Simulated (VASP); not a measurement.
Here is a VASP 6.6.1 calculation.

Contents of INCAR:

```
SYSTEM = NaMg5Cl11
PREC = Accurate
ENCUT = 520
EDIFF = 1E-6
ISMEAR = -1
SIGMA = 0.05
LREAL = .False.
LASPH = .True.
NELM = 120
ALGO = Normal
ISIF = 2
LWAVE = .False.
LCHARG = .False.
GGA = PE
ISYM = 0
NBANDS = 61
GGA_COMPAT = .False.
```

Contents of KPOINTS:

```
Automatic mesh
0
Gamma
  1 1 1
  0 0 0
```

POSCAR

```
NaMg5Cl11
1.0
    7.3358240000     -0.1022000000     -0.1754900000
   -0.1022000000      7.4901820000     -0.1860490000
   -0.1754900000     -0.1860490000      8.0546370000
Na Cl Mg
1 11 5
Direct
    0.6069536079      0.8952950302      0.5847495093
    0.7035345042      0.4114056886      0.8736260724
    0.9893480579      0.4941630362      0.1971722909
    0.4282813010      0.2472442539      0.1410387124
    0.8038010833      0.1383694616      0.4582877605
    0.9331766409      0.7239677453      0.6980232186
    0.1885362742      0.3564279054      0.6135505903
    0.6531877494      0.8819454156      0.1475841780
    0.5876064992      0.5729185164      0.4301532126
    0.2463889932      0.8210448260      0.3298336565
    0.0191325459      0.0525502675     -0.0226944436
    0.4057534174      0.8254216970      0.8224432148
    0.8419508512      0.4300122939      0.5993903030
    0.3155976999      0.9413203819      0.0784787640
    0.8443601473      0.7115116899      0.9787391785
    0.7802469155      0.2054630938      0.1401659360
    0.2911916468      0.4873963607      0.3734159376
```

Potentials or basis: VASP PAW PBE potentials, release 64 (Na_pv, Cl, Mg).

Run with:

```bash
$ cat potpaw_PBE.64/Na_pv/POTCAR potpaw_PBE.64/Cl/POTCAR potpaw_PBE.64/Mg/POTCAR > POTCAR
$ mpirun -np 1 vasp_gam > vasp.out
```

Task: Estimate the largest force.

Result: 1.117 eV/Å.

Task: What does it give for the pressure?

Result: 0.7 GPa.

Stress tensor (GPa, compression positive):
```
1.29 1.34 0.56
1.34 0.43 0.72
0.56 0.72 0.43
```

Caveat: the k points lie up to 0.86 Å⁻¹ apart; the atoms stand as in a frame of molecular dynamics.
